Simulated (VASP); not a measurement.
# AlRu (P1) in VASP: single point with r2SCAN+D4+U

Aim: the single point of AlRu with r2SCAN+D4+U.

Program: VASP 6.6.1. These are calculated values, not measurements. Logs are shortened: lines on timing, memory, paths and dates and some standing lists are left out, and cuts for length are marked.

### 1 The cell of the first run

The typed cell holds 2 atoms: a = 2.992 Å, b = 2.992 Å, c = 2.992 Å, α = 90.00°, β = 90.00°, γ = 90.00°.

### 2 Single point, r2SCAN+D4+U (atoms moved at random)

POSCAR reads:

```
AlRu
1.0
    2.9916000000      0.0000000000      0.0000000000
    0.0000000000      2.9916000000      0.0000000000
    0.0000000000      0.0000000000      2.9916000000
Ru Al
1 1
Direct
    0.4908160000      0.5166880000      0.5246310000
   -0.0018090000     -0.0392530000     -0.0254800000
```

INCAR.step1 reads:

```
SYSTEM = AlRu
PREC     = Accurate       ! precision mode
ENCUT    = 660            ! plane-wave cutoff, eV
ISMEAR   = -5             ! smearing method
SIGMA    = 0.05           ! smearing width, eV
LREAL    = .False.        ! projectors in reciprocal space
LASPH    = .True.         ! aspherical terms in the spheres
NELM     = 200            ! most SCF steps
LMAXMIX  = 4              ! l up to which the mixer works
LDAU     = .True.         ! DFT+U
LDAUTYPE = 2            
LDAUL    = 2 -1           ! shell
LDAUU    = 4.5 0          ! U, eV
LDAUJ    = 0 0          
NBANDS   = 16             ! bands
GGA      = PE             ! functional
ALGO     = Normal         ! electronic algorithm
EDIFF    = 1E-5           ! SCF threshold, eV
LWAVE    = .True.         ! write WAVECAR
LCHARG   = .False.        ! write CHGCAR
GGA_COMPAT= .False.
```

INCAR.step2 reads:

```
SYSTEM = AlRu
PREC     = Accurate       ! precision mode
ENCUT    = 660            ! plane-wave cutoff, eV
EDIFF    = 1E-6           ! SCF threshold, eV
ISMEAR   = -5             ! smearing method
SIGMA    = 0.05           ! smearing width, eV
LREAL    = .False.        ! projectors in reciprocal space
LASPH    = .True.         ! aspherical terms in the spheres
NELM     = 200            ! most SCF steps
ALGO     = Normal         ! electronic algorithm
ISIF     = 2              ! what is computed and relaxed
LWAVE    = .False.        ! write WAVECAR
LCHARG   = .False.        ! write CHGCAR
LMAXMIX  = 4              ! l up to which the mixer works
LDAU     = .True.         ! DFT+U
LDAUTYPE = 2            
LDAUL    = 2 -1           ! shell
LDAUU    = 4.5 0          ! U, eV
LDAUJ    = 0 0          
LDAUPRINT= 1            
METAGGA  = R2SCAN         ! meta-GGA
LMIXTAU  = .True.       
IVDW     = 13             ! dispersion correction
VDW_S6   = 1.0          
VDW_S8   = 0.6018749    
VDW_A1   = 0.51559235   
VDW_A2   = 5.77342911   
NBANDS   = 16             ! bands
ISTART   = 1            
GGA_COMPAT= .False.
```

KPOINTS reads:

```
regular mesh
0
Gamma
  9 9 9
  0 0 0
```

Potentials or basis: VASP PAW PBE potentials, release 64 (Ru_sv, Al).

The run is started by

```
> cat potpaw_PBE.64/Ru_sv/POTCAR potpaw_PBE.64/Al/POTCAR > POTCAR
> cp INCAR.step1 INCAR
> mpirun -np 1 vasp_std > vasp.out
> cp INCAR.step2 INCAR
> mpirun -np 1 vasp_std > vasp.out
```

OUTCAR:

```text
SYSTEM = AlRu
   PREC = Accurate
   ENCUT = 660
   EDIFF = 1E-6
   ISMEAR = -5
   LREAL = .False.
   LASPH = .True.
   NELM = 200
   ISIF = 2
   METAGGA = R2SCAN
   IVDW = 13
   ISTART = 1

 ion  position               nearest neighbor table
   1  0.491  0.517  0.525-   2 2.40   2 2.42   2 2.58   2 2.60   2 2.60   2 2.62   2 2.77   2 2.79

   2  0.998  0.961  0.975-   1 2.40   1 2.42   1 2.58   1 2.60   1 2.60   1 2.62   1 2.77   1 2.79

  LATTYP: Found a simple cubic cell.
 ALAT       =     2.9916000000

  Lattice vectors:

 A1 = (   2.9916000000,   0.0000000000,   0.0000000000)
 A2 = (   0.0000000000,   2.9916000000,   0.0000000000)
 A3 = (   0.0000000000,   0.0000000000,   2.9916000000)

Analysis of symmetry for initial positions (statically):
=====================================================================
 Subroutine PRICEL returns:
 Original cell was already a primitive cell.

 Routine SETGRP: Setting up the symmetry group for a
 simple cubic supercell.

 Subroutine GETGRP returns: Found  1 space group operations
 (whereof  1 operations were pure point group operations)
 out of a pool of 48 trial point group operations.

The static configuration has the point symmetry C_1 .

Analysis of symmetry for dynamics (positions and initial velocities):
=====================================================================
 Subroutine PRICEL returns:
 Original cell was already a primitive cell.

 Routine SETGRP: Setting up the symmetry group for a
 simple cubic supercell.

 Subroutine GETGRP returns: Found  1 space group operations
 (whereof  1 operations were pure point group operations)
 out of a pool of 48 trial point group operations.

The dynamic configuration has the point symmetry C_1 .

 Subroutine INISYM returns: Found  1 space group operations
 (whereof  1 operations are pure point group operations),
 and found     1 'primitive' translations

----------------------------------------------------------------------------------------
[... 147 lines left out ...]
  0.0057 -0.0013  0.0003  0.6696  0.0009
 -0.0002  0.0021  0.0003  0.0009  0.4152

spin component  2

  0.6685 -0.0003  0.0001  0.0057 -0.0002
 -0.0003  0.6634 -0.0011 -0.0013  0.0021
  0.0001 -0.0011  0.4157  0.0003  0.0003
  0.0057 -0.0013  0.0003  0.6696  0.0009
 -0.0002  0.0021  0.0003  0.0009  0.4152

 occupancies and eigenvectors

  o =  0.4150  v = -0.0010  0.0096  0.4118  0.0028 -0.9112  0.0000  0.0000  0.0000  0.0000  0.0000      0.0000  0.0000  0.0000  0.0000  0.0000  0.0000  0.0000  0.0000  0.0000  0.0000
  o =  0.4150  v =  0.0000  0.0000  0.0000  0.0000  0.0000 -0.0010  0.0096  0.4118  0.0028 -0.9112      0.0000  0.0000  0.0000  0.0000  0.0000  0.0000  0.0000  0.0000  0.0000  0.0000
  o =  0.4159  v =  0.0001  0.0006  0.9113 -0.0024  0.4118  0.0000  0.0000  0.0000  0.0000  0.0000      0.0000  0.0000  0.0000  0.0000  0.0000  0.0000  0.0000  0.0000  0.0000  0.0000
  o =  0.4159  v =  0.0000  0.0000  0.0000  0.0000  0.0000  0.0001  0.0006  0.9113 -0.0024  0.4118      0.0000  0.0000  0.0000  0.0000  0.0000  0.0000  0.0000  0.0000  0.0000  0.0000
  o =  0.6627  v =  0.4800 -0.7031  0.0028 -0.5246 -0.0083  0.0000  0.0000  0.0000  0.0000  0.0000      0.0000  0.0000  0.0000  0.0000  0.0000  0.0000  0.0000  0.0000  0.0000  0.0000
  o =  0.6627  v =  0.0000  0.0000  0.0000  0.0000  0.0000  0.4800 -0.7031  0.0028 -0.5246 -0.0083      0.0000  0.0000  0.0000  0.0000  0.0000  0.0000  0.0000  0.0000  0.0000  0.0000
  o =  0.6639  v =  0.0000  0.0000  0.0000  0.0000  0.0000  0.5720  0.7043 -0.0034 -0.4205  0.0040      0.0000  0.0000  0.0000  0.0000  0.0000  0.0000  0.0000  0.0000  0.0000  0.0000
  o =  0.6639  v =  0.5720  0.7043 -0.0034 -0.4205  0.0040  0.0000  0.0000  0.0000  0.0000  0.0000      0.0000  0.0000  0.0000  0.0000  0.0000  0.0000  0.0000  0.0000  0.0000  0.0000
  o =  0.6749  v =  0.0000  0.0000  0.0000  0.0000  0.0000 -0.6651  0.0982 -0.0014 -0.7402 -0.0012      0.0000  0.0000  0.0000  0.0000  0.0000  0.0000  0.0000  0.0000  0.0000  0.0000
  o =  0.6749  v = -0.6651  0.0982 -0.0014 -0.7402 -0.0012  0.0000  0.0000  0.0000  0.0000  0.0000      0.0000  0.0000  0.0000  0.0000  0.0000  0.0000  0.0000  0.0000  0.0000  0.0000

 number of electron      19.0000000 magnetization

 Free energy of the ion-electron system (eV)
  ---------------------------------------------------
  ext. energy  EPLUGINS =         0.00000000
  ---------------------------------------------------
  free energy    TOTEN  =       -28.08043313 eV

  energy without entropy =      -28.08043313  energy(sigma->0) =      -28.08043313

 E-fermi :  11.4100     XC(G=0): -13.6427

 val. band max:       11.6769460227   @ k =   0.4444   0.3333   0.3333
 cond. band min:      11.4345069922   @ k =   0.4444   0.2222  -0.3333
 fundamental gap:     -0.2424390305
 Fermi energy:        11.4099994803

 k-point     1 :       0.0000    0.0000    0.0000
  band No.  band energies     occupation
      1     -61.8926      2.00000
      2     -31.1006      2.00000
      3     -31.0895      2.00000
      4     -31.0744      2.00000
      5       1.6076      2.00000
      6       8.3986      2.00000
[... 433 lines left out ...]
      3     -31.1099      2.00000
      4     -31.0723      2.00000
      5       2.8115      2.00000
      6       8.5244      2.00000
[... 8 lines left out ...]
     15      25.7778      0.00000
     16      28.6318      0.00000

 [... further k-points ...]

------------------------ aborting loop because EDIFF is reached ----------------------------------------

  DFT-D4 for vdW energy calculation

  Edisp (eV):   -0.31899

  FORCE on cell =-STRESS in cart. coord.  units (eV):
  Direction    XX          YY          ZZ          XY          YZ          ZX
  --------------------------------------------------------------------------------------
  -------------------------------------------------------------------------------------
  Total       0.22187    -0.11662    -0.04945    -0.09857     0.65055    -0.10177
  in kB      13.27714    -6.97895    -2.95911    -5.89831    38.92974    -6.08974
  external pressure =        1.11 kB  Pullay stress =        0.00 kB

 VOLUME and BASIS-vectors are now :
 -----------------------------------------------------------------------------
  energy-cutoff  :      660.00
  volume of cell :       26.77
      direct lattice vectors                 reciprocal lattice vectors
     2.991600000  0.000000000  0.000000000     0.334269287  0.000000000  0.000000000
     0.000000000  2.991600000  0.000000000     0.000000000  0.334269287  0.000000000
     0.000000000  0.000000000  2.991600000     0.000000000  0.000000000  0.334269287

 POSITION                                       TOTAL-FORCE (eV/Angst)
 -----------------------------------------------------------------------------------
      1.46833      1.54572      1.56949         0.190294     -1.306286     -1.192796
      2.98619      2.87417      2.91537        -0.190294      1.306286      1.192796
 -----------------------------------------------------------------------------------
    total drift:                               -0.000098     -0.000182     -0.000439

  FREE ENERGIE OF THE ION-ELECTRON SYSTEM (eV)
  ---------------------------------------------------
  free  energy   TOTEN  =       -28.3994261512 eV

  energy  without entropy=      -28.3994261512  energy(sigma->0) =      -28.39942615
```

OUTCAR.step1:

```text
SYSTEM = AlRu
   PREC = Accurate
   ENCUT = 660
   ISMEAR = -5
   LREAL = .False.
   LASPH = .True.
[... 685 lines left out ...]
      1.46833      1.54572      1.56949         0.190117     -1.297839     -1.188277
      2.98619      2.87417      2.91537        -0.190117      1.297839      1.188277
 -----------------------------------------------------------------------------------
    total drift:                               -0.000023      0.000063      0.000102

  FREE ENERGIE OF THE ION-ELECTRON SYSTEM (eV)
  ---------------------------------------------------
  free  energy   TOTEN  =        -8.7038306063 eV

  energy  without entropy=       -8.7038306063  energy(sigma->0) =       -8.70383061
```

OSZICAR.step1:

```text
N       E                     dE             d eps       ncg     rms          rms(c)
DAV:   1     0.205177740102E+03    0.20518E+03   -0.12890E+04 11840   0.139E+03
DAV:   2    -0.459108467996E+01   -0.20977E+03   -0.20379E+03 14272   0.409E+02
DAV:   3    -0.906771375714E+01   -0.44766E+01   -0.44261E+01 13880   0.645E+01
DAV:   4    -0.910425361458E+01   -0.36540E-01   -0.36534E-01 14152   0.635E+00
DAV:   5    -0.910486446108E+01   -0.61085E-03   -0.61090E-03 14336   0.790E-01    0.197E+01
DAV:   6    -0.869252959833E+01    0.41233E+00   -0.23793E+00 12152   0.153E+01    0.319E+00
DAV:   7    -0.866904602272E+01    0.23484E-01   -0.24394E-01 12424   0.492E+00    0.393E+00
DAV:   8    -0.869464176681E+01   -0.25596E-01   -0.48048E-02 14592   0.174E+00    0.626E-01
DAV:   9    -0.870275456844E+01   -0.81128E-02   -0.89887E-03 13608   0.725E-01    0.325E-01
DAV:  10    -0.870419538687E+01   -0.14408E-02   -0.24967E-03 13224   0.353E-01    0.993E-02
DAV:  11    -0.870400112416E+01    0.19426E-03   -0.84163E-04 12432   0.211E-01    0.353E-02
DAV:  12    -0.870391471261E+01    0.86412E-04   -0.42392E-05 13296   0.513E-02    0.203E-02
DAV:  13    -0.870386465614E+01    0.50056E-04   -0.10163E-05  6272   0.266E-02    0.995E-03
DAV:  14    -0.870384005248E+01    0.24604E-04   -0.63506E-06  6080   0.188E-02    0.646E-03
DAV:  15    -0.870383060629E+01    0.94462E-05   -0.58338E-06  6064   0.161E-02
   1 F= -.87038306E+01 E0= -.87038306E+01  d E =0.000000E+00
```

Wall time 5.7 min (1 thread of Intel Xeon 6975P-C (Granite Rapids), shared host); peak memory 0.34 GiB.

What came out:

```yaml
Free_energy: -28.3994 eV
Pressure: 0.1 GPa
Largest_force: 1.779 eV/Å
Band_gap_on_the_k_mesh: zero (an odd number of electrons rules out a gap without spin polarisation)
Dispersion_energy_per_atom: -0.159 eV
```

Forces in eV/Å, atoms in the order of the input:
```
Ru   0.190 -1.306 -1.193
Al  -0.190  1.306  1.193
```

Eigenvalues of the final occupation matrices:
| site | spin | trace | eigenvalues |
| --- | --- | --- | --- |
| site 1 d | 1 | 2.83 | 0.42 0.42 0.66 0.66 0.67 |
| site 1 d | 2 | 2.83 | 0.42 0.42 0.66 0.66 0.67 |

Caveat: the cell differs from its parent crystal (atoms moved at random); the PAW data sets were made with another functional, which shifts forces and pressure a little; U without spin polarisation on a metal has little footing; the U is typed as a test and isn't derived for this compound; tetrahedron occupations give inexact forces and stress in metals.
